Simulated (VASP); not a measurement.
# Mg in VASP: settings compared

The runs below take Mg through relaxation of cell and atoms, relaxation of the atoms, single point, with BLYP, PBE.

Everything below comes from runs of VASP 6.6.1. Logs are shortened: lines on timing, memory, paths and dates and some standing lists are left out, and cuts for length are marked.

## 1. The cell of the first run

The structure is hexagonal, space group P6_3/mmc (No. 194). Conventional cell: a = 3.209 Å, b = 3.209 Å, c = 5.210 Å, α = 90.00°, β = 90.00°, γ = 120.00°. Within 4.2 Å of Mg (site symmetry -6m2) lie 12 Mg at 3.20 to 3.21 Å.

## 2. Relaxation of cell and atoms, BLYP

Input file INCAR:

```
AGGAC = 1.0 ; AGGAX = 1.0
ALDAC = 0.0 ; ALDAX = 1.0
ALGO = Normal ; EDIFF = 1E-6
EDIFFG = -0.01 ; ENCUT = 600
GGA = B5 ; IBRION = 2
ISIF = 3 ; ISMEAR = -1
LASPH = T ; LCHARG = F
LREAL = F ; LWAVE = F
NELM = 80 ; NSW = 60
PREC = Accurate ; SIGMA = 0.05
```

Input file KPOINTS:

```
k-points
0
Gamma
  10 10 5
```

Input file POSCAR:

```
Mg
1.0
    3.2093000000      0.0000000000      0.0000000000
   -1.6046500000      2.7793353284      0.0000000000
    0.0000000000      0.0000000000      5.2103000000
Mg
2
Direct
    0.6666666667      0.3333333333      0.7500000000
    0.3333333333      0.6666666667      0.2500000000
```

Potentials or basis: VASP PAW PBE potentials, release 64 (Mg).

Run with:

```console
> cat potpaw_PBE.64/Mg/POTCAR > POTCAR
> mpirun -np 1 vasp_std > vasp.out
```

OUTCAR:

```text
EDIFF = 1E-6
   EDIFFG = -0.01
   ENCUT = 600
   GGA = B5
   IBRION = 2
   ISIF = 3
   ISMEAR = -1
   LASPH = T
   LREAL = F
   NELM = 80
   NSW = 60
   PREC = Accurate

 ion  position               nearest neighbor table
   1  0.667  0.333  0.750-   2 3.20   2 3.20   2 3.20   2 3.20   2 3.20   2 3.20
   2  0.333  0.667  0.250-   1 3.20   1 3.20   1 3.20   1 3.20   1 3.20   1 3.20

  LATTYP: Found a hexagonal cell.
 ALAT       =     3.2093000000
 C/A-ratio  =     1.6235004518

  Lattice vectors:

 A1 = (   3.2093000000,   0.0000000000,   0.0000000000)
 A2 = (  -1.6046500000,   2.7793353284,   0.0000000000)
 A3 = (   0.0000000000,   0.0000000000,   5.2103000000)

Analysis of symmetry for initial positions (statically):
=====================================================================
 Subroutine PRICEL returns:
 Original cell was already a primitive cell.

 Routine SETGRP: Setting up the symmetry group for a
 hexagonal supercell.

 Subroutine GETGRP returns: Found 24 space group operations
 (whereof 12 operations were pure point group operations)
 out of a pool of 24 trial point group operations.

The static configuration has the point symmetry D_3d.
 The point group associated with its full space group is D_6h.

Analysis of symmetry for dynamics (positions and initial velocities):
=====================================================================
 Subroutine PRICEL returns:
 Original cell was already a primitive cell.

 Routine SETGRP: Setting up the symmetry group for a
 hexagonal supercell.

 Subroutine GETGRP returns: Found 24 space group operations
 (whereof 12 operations were pure point group operations)
 out of a pool of 24 trial point group operations.

The dynamic configuration has the point symmetry D_3d.
 The point group associated with its full space group is D_6h.

 Subroutine INISYM returns: Found 24 space group operations
 (whereof 12 operations are pure point group operations),
 and found     1 'primitive' translations

----------------------------------------------------------------------------------------

                                     Primitive cell

  volume of cell :      46.4744

  direct lattice vectors                    reciprocal lattice vectors
     3.209300000  0.000000000  0.000000000     0.311594429  0.179899127  0.000000000
    -1.604650000  2.779335328  0.000000000     0.000000000  0.359798255  0.000000000
     0.000000000  0.000000000  5.210300000     0.000000000  0.000000000  0.191927528

  length of vectors
     3.209300000  3.209300000  5.210300000     0.359798255  0.359798255  0.191927528

  position of ions in fractional coordinates (direct lattice)
     0.666666667  0.333333333  0.750000000
     0.333333333  0.666666667  0.250000000

  ion indices of the primitive-cell ions
   primitive index   ion index
                 1           1
                 2           2

----------------------------------------------------------------------------------------

 KPOINTS: k-points

Automatic generation of k-mesh.
 Grid dimensions read from file:
 generate k-points for:   10   10    5

 Generating k-lattice:

  Cartesian coordinates                     Fractional coordinates (reciprocal lattice)
     0.031159443  0.017989913  0.000000000     0.100000000 -0.000000000  0.000000000
     0.000000000  0.035979825  0.000000000     0.000000000  0.100000000  0.000000000
     0.000000000  0.000000000  0.038385506     0.000000000  0.000000000  0.200000000

  Length of vectors
     0.035979825  0.035979825  0.038385506

  Shift w.r.t. Gamma in fractional coordinates (k-lattice)
     0.000000000  0.000000000  0.000000000

 Subroutine IBZKPT returns following result:
 ===========================================

 Found     42 irreducible k-points:

 Following reciprocal coordinates:
            Coordinates               Weight
  0.000000  0.000000  0.000000      1.000000
  0.100000  0.000000  0.000000      6.000000
  0.200000  0.000000  0.000000      6.000000
  0.300000  0.000000  0.000000      6.000000
  0.400000  0.000000  0.000000      6.000000
  0.500000  0.000000  0.000000      3.000000
[... 16 lines left out ...]
  0.300000  0.100000  0.200000     24.000000
  0.400000  0.100000  0.200000     24.000000
 [... further k-points ...]
   k-points           NKPTS =     42   k-points in BZ     NKDIM =     42   number of bands    NBANDS=      6
   number of dos      NEDOS =    301   number of ions     NIONS =      2
   total plane-waves  NPLWV =  32928
   dimension x,y,z NGX =    28 NGY =   28 NGZ =   42
   dimension x,y,z NGXF=    56 NGYF=   56 NGZF=   84
   ions per type =               2
   NGX,Y,Z   is equivalent  to a cutoff of  14.50, 14.50, 13.40 a.u.
   NGXF,Y,Z  is equivalent  to a cutoff of  29.01, 29.01, 26.80 a.u.
 SYSTEM =  unknown system
   PREC   = accura    normal or accurate (medium, high low for compatibility)
   ISTART =      0    job   : 0-new  1-cont  2-samecut
   ICHARG =      2    charge: 1-file 2-atom 10-const
   ISPIN  =      1    spin polarized calculation?
   LNONCOLLINEAR =      F non collinear calculations
   LSORBIT =      F    spin-orbit coupling
   LASPH  =      T    aspherical Exc in radial PAW
   ENCUT  =  600.0 eV  44.10 Ry    6.64 a.u.   6.41  6.41 10.41*2*pi/ulx,y,z
   NELM   =     80;   NELMIN=  2; NELMDL= -5     # of ELM steps
   EDIFF  = 0.1E-05   stopping-criterion for ELM
   LREAL  =      F    real-space projection
   EDIFFG = -.1E-01   stopping-criterion for IOM
   NSW    =     60    number of steps for IOM
   IBRION =      2    ionic relax: 0-MD 1-quasi-New 2-CG
   NFREE  =      1    steps in history (QN), initial steepest desc. (CG)
   ISIF   =      3    stress and relaxation
   ISYM   =      2    0-nonsym 1-usesym 2-fastsym
   POTIM  = 0.5000    time-step for ionic-motion
   TEBEG  =    0.0;   TEEND  =   0.0 temperature during run
   PSTRESS=    0.0 pullay stress
   NELECT =       4.0000    total number of electrons
   NUPDOWN=      -1.0000    fix difference up-down
   EMIN   =  10.00;   EMAX   =-10.00  energy-range for DOS
   EFERMI =   0.00;   METHOD = LEGACY
   ISMEAR =    -1;   SIGMA  =   0.05  broadening in eV -4-tet -1-fermi 0-gaus
   EFERMI_NEDOS =   21; number of points for ismear=-14 and -15
   IALGO  =     38    algorithm
   IMIX   =      4    mixing-type and parameters
     AMIX     =   0.40;   BMIX     =  1.00
     AMIX_MAG =   1.60;   BMIX_MAG =  1.00
  volume/ion in A,a.u.               =      23.24       156.81
  Fermi-wavevector in a.u.,A,eV,Ry     =   0.722809  1.365911  7.108401  0.522453
  Thomas-Fermi vector in A             =   1.812866
   LORBIT       =      0    0 simple, 1 ext, 2 COOP (PROOUT), +10 PAW based schemes
   GGA     = B5    functional components
   LHFCALC =     F    Hartree Fock is set to
   AEXX    =    0.0000 exact exchange contribution
   IVDW    =     0    specifies the selected vdW correction
   LEPSILON=     F    determine dielectric tensor
   LRPA    =     F    only Hartree local field effects (RPA)
 conjugate gradient relaxation of ions
 non-spin polarized calculation
  energy-cutoff  :      600.00
  volume of cell :       46.47
 maximum number of plane-waves:      1578
 NGX is ok and might be reduce to    28
   NGX = 13   NGY = 13   NGZ = 21

--------------------------------------- Ionic step        1  -------------------------------------------

 number of electron       4.0000000 magnetization

 Free energy of the ion-electron system (eV)
  ---------------------------------------------------
  ext. energy  EPLUGINS =         0.00000000
  ---------------------------------------------------
  free energy    TOTEN  =        -1.48733681 eV

  energy without entropy =       -1.47516127  energy(sigma->0) =       -1.48124904

------------------------ aborting loop because EDIFF is reached ----------------------------------------

  FORCE on cell =-STRESS in cart. coord.  units (eV):
  Direction    XX          YY          ZZ          XY          YZ          ZX
  --------------------------------------------------------------------------------------
  -------------------------------------------------------------------------------------
  Total       -0.0321515     -0.0321515      0.3784170      0.0000000      0.0000000      0.0000000
  in kB       -1.1084018     -1.1084018     13.0456957      0.0000000      0.0000000      0.0000000
  external PRESSURE =       3.6096307 kB  Pullay stress =       0.0000000 kB

 VOLUME and BASIS-vectors are now :
 -----------------------------------------------------------------------------
  energy-cutoff  :      600.00
  volume of cell :       46.47
      direct lattice vectors                 reciprocal lattice vectors
     3.209300000  0.000000000  0.000000000     0.311594429  0.179899127  0.000000000
    -1.604650000  2.779335328  0.000000000     0.000000000  0.359798255  0.000000000
     0.000000000  0.000000000  5.210300000     0.000000000  0.000000000  0.191927528
[... 217 lines left out ...]
 POSITION                                       TOTAL-FORCE (eV/Angst)
 -----------------------------------------------------------------------------------
      1.58966      0.91779      4.04292        -0.000000      0.000000      0.000000
     -0.00000      1.83558      1.34764         0.000000     -0.000000     -0.000000
 -----------------------------------------------------------------------------------
    total drift:                                0.000000     -0.000000      0.000000

  FREE ENERGIE OF THE ION-ELECTRON SYSTEM (eV)
  ---------------------------------------------------
  free  energy   TOTEN  =        -1.4944301712 eV

  energy  without entropy=       -1.4856888866  energy(sigma->0) =       -1.49005953

--------------------------------------- Ionic step        8  -------------------------------------------

 number of electron       4.0000000 magnetization

 Free energy of the ion-electron system (eV)
  ---------------------------------------------------
  ext. energy  EPLUGINS =         0.00000000
  ---------------------------------------------------
  free energy    TOTEN  =        -1.49448092 eV

  energy without entropy =       -1.48552004  energy(sigma->0) =       -1.49000048

 E-fermi :   2.9981     XC(G=0):  -7.9680

 val. band max:        2.9690931321   @ k =   0.3000   0.3000   0.4000
 cond. band min:       3.0221690941   @ k =   0.4000   0.1000   0.4000
 fundamental gap:      0.0530759620
 Fermi energy:         2.9981143600

 k-point     1 :       0.0000    0.0000    0.0000
  band No.  band energies     occupation
      1      -3.8685      2.00000
      2       1.2015      2.00000
      3       1.2370      2.00000
      4      14.1626      0.00000
      5      14.1626      0.00000
      6      14.2150      0.00000

 k-point     2 :       0.1000    0.0000    0.0000
  band No.  band energies     occupation
      1      -3.6697      2.00000
      2       1.3838      2.00000
      3       1.4325      2.00000
      4      11.3198      0.00000
      5      12.6991      0.00000
      6      13.4081      0.00000
[... 181 lines left out ...]
 k-point    23 :       0.3000    0.1000    0.2000
  band No.  band energies     occupation
      1      -1.1121      2.00000
      2       1.8686      2.00000
      3       4.5296      0.00000
      4       5.8726      0.00000
      5       7.3615      0.00000
      6       8.5923      0.00000

 k-point    24 :       0.4000    0.1000    0.2000
  band No.  band energies     occupation
      1       0.4193      2.00000
      2       2.2450      2.00000
      3       3.4909      0.00010
      4       5.2476      0.00000
      5       7.1165      0.00000
      6       8.1371      0.00000

 [... further k-points ...]

------------------------ aborting loop because EDIFF is reached ----------------------------------------

  FORCE on cell =-STRESS in cart. coord.  units (eV):
  Direction    XX          YY          ZZ          XY          YZ          ZX
  --------------------------------------------------------------------------------------
  -------------------------------------------------------------------------------------
  Total       -0.0083352     -0.0083352     -0.0089920      0.0000000      0.0000000      0.0000000
  in kB       -0.2836076     -0.2836076     -0.3059566      0.0000000      0.0000000      0.0000000
  external PRESSURE =      -0.2910573 kB  Pullay stress =       0.0000000 kB

 VOLUME and BASIS-vectors are now :
 -----------------------------------------------------------------------------
  energy-cutoff  :      600.00
  volume of cell :       47.09
      direct lattice vectors                 reciprocal lattice vectors
     3.179104621 -0.000000000 -0.000000000     0.314553976  0.181607823  0.000000000
    -1.589552311  2.753185363  0.000000000     0.000000000  0.363215646  0.000000000
    -0.000000000 -0.000000000  5.379802104    -0.000000000 -0.000000000  0.185880443

 POSITION                                       TOTAL-FORCE (eV/Angst)
 -----------------------------------------------------------------------------------
      1.58955      0.91773      4.03485        -0.000000      0.000000      0.000000
     -0.00000      1.83546      1.34495         0.000000     -0.000000      0.000000
 -----------------------------------------------------------------------------------
    total drift:                                0.000000     -0.000000      0.000000

  FREE ENERGIE OF THE ION-ELECTRON SYSTEM (eV)
  ---------------------------------------------------
  free  energy   TOTEN  =        -1.4944809163 eV

  energy  without entropy=       -1.4855200378  energy(sigma->0) =       -1.49000048

 reached required accuracy - stopping structural energy minimisation
```

Wall time 95 s (1 thread of Intel Xeon Platinum 8259CL at 2.50GHz (Skylake/Cascade Lake), shared host); peak memory 0.18 GiB.

Results:

```
Free energy                           : -1.4945 eV
Relaxed volume                        : 23.54 Å³/atom
Relaxed cell                          : a = 3.179 Å, b = 3.179 Å, c = 5.380 Å, α = 90.00°, β = 90.00°, γ = 120.00°
Space group after relaxing (to 0.1 Å) : P6_3/mmc (No. 194)
Energy gained by relaxing             : 3.6 meV/atom
Ionic steps                           : 8
Pressure after relaxing               : 0.0 GPa
Band gap on the k mesh                : zero (bands 2 and 3 overlap by 2.25 eV)
```

Step by step:
| step | energy change (eV) | largest force (eV/Å) | pressure (GPa) | volume (Å³) |
| --- | --- | --- | --- | --- |
| 1 | 0.0000 | 0.0000 | 0.36 | 46.47 |
| 2 | -0.0032 | 0.0000 | 0.12 | 46.83 |
| 3 | -0.0057 | 0.0000 | -0.53 | 47.87 |
| 4 | -0.0060 | 0.0000 | -0.40 | 47.63 |
| 5 | -0.0071 | 0.0000 | -0.12 | 47.24 |
| 6 | -0.0071 | 0.0000 | -0.08 | 47.18 |
| 7 | -0.0071 | 0.0000 | -0.09 | 47.19 |
| 8 | -0.0071 | 0.0000 | -0.03 | 47.09 |

Final structure:
```
CELL_PARAMETERS angstrom
3.17910 0.00000 0.00000
-1.58955 2.75319 0.00000
0.00000 0.00000 5.37980
ATOMIC_POSITIONS crystal
Mg 0.66667 0.33333 0.75000
Mg 0.33333 0.66667 0.25000
```

Levels at points of the mesh, in eV from the Fermi level:
```csv
k point,band 1,band 2,band 3,band 4,band 5
"(0.00, 0.00, 0.00)",-6.87,-1.80,-1.76,11.16,11.16
"(0.50, 0.00, 0.00)",-2.06,-1.99,2.55,2.83,3.03
```

Caveat: the PAW data sets were made with another functional, which shifts forces and pressure a little. Zero-point motion and thermal expansion aren't in these numbers.

(Part 1 of 2 ends here.)
